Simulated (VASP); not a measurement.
Input of a VASP 6.6.1 run:

Contents of INCAR:

```
PREC = Accurate ; ENCUT = 520
EDIFF = 1E-6 ; ISMEAR = 0
SIGMA = 0.1 ; LREAL = False
LASPH = True ; NELM = 150
ALGO = Normal ; ISIF = 2
LWAVE = False ; LCHARG = True
ISPIN = 2 ; MAGMOM = 0 2.47 -0.18 -0.18
LORBIT = 11 ; LMAXMIX = 4
GGA = PE ; LELF = True
LVHAR = True ; NBANDS = 28
```

Contents of KPOINTS:

```
Automatic mesh
0
Gamma
  6 6 6
```

Contents of POSCAR:

```
RbCrP2
1.0
    1.9150841676      1.1056743596      7.0064975058
   -1.9150841676      1.1056743596      7.0064975058
    0.0000000000     -2.2113487194      7.0064975058
Rb Cr P
1 1 2
Direct
    0.0000000000      0.0000000000      0.0000000000
    0.5000000000      0.5000000000      0.5000000000
    0.2125035815      0.2125035815      0.2125035815
    0.7874964185      0.7874964185      0.7874964185
```

Potentials or basis: VASP PAW PBE potentials, release 64 (Rb_sv, Cr_pv, P).

The run is started by

```console
$ cat potpaw_PBE.64/Rb_sv/POTCAR potpaw_PBE.64/Cr_pv/POTCAR potpaw_PBE.64/P/POTCAR > POTCAR
$ mpirun -np 1 vasp_std > vasp.out
```

(1) Estimate the pressure.

(2) What does it give for the net moment?

(3) What does it give for the largest force?

Results:

(1) -0.1 GPa.

(2) 2.14 μB per cell.

(3) 0.010 eV/Å.

Caveat: a cell with one magnetic atom can't hold antiferromagnetic order, which such compounds often take.
